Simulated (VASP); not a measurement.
HfO2, 3 atoms in the cell. The structure is cubic, space group Fm-3m (No. 225). The conventional cell has a = 4.851 Å, b = 4.851 Å, c = 4.851 Å, α = 90.00°, β = 90.00°, γ = 90.00°. Within 2.8 Å of Hf (site symmetry m-3m) lie 8 O at 2.10 Å. O (site symmetry -43m) has 4 Hf at 2.10 Å and 6 O at 2.43 Å within 2.8 Å. 

- Program: VASP 6.6.1
- Task: single point
- Functional: PBE
- Potentials or basis: VASP PAW PBE potentials, release 64 (Hf_pv, O)
- Cutoff: 520 eV
- k mesh: 8 × 8 × 8
- Occupations: gaussian, width 0.01 eV
- Spin: no spin polarisation
- Dipole correction: no
- Further INCAR settings: ALGO = Normal; EDIFF = 1e-07; NBANDS = 18

Potentials or basis: VASP PAW PBE potentials, release 64 (Hf_pv, O).

Launch:

```sh
$ cat potpaw_PBE.64/Hf_pv/POTCAR potpaw_PBE.64/O/POTCAR > POTCAR
$ mpirun -np 1 vasp_std > vasp.out
```

Hardware: 1 thread of Intel(R) Xeon(R) Platinum 8259CL CPU @ 2.50GHz (Skylake/Cascade Lake) (shared host).

Question: How long does it take, and how much memory?

Answer: Wall time 21 s on 1 thread of Intel(R) Xeon(R) Platinum 8259CL CPU @ 2.50GHz (Skylake/Cascade Lake) (shared host), peak memory 0.16 GiB. Counts: scf iterations 15, k points 29.
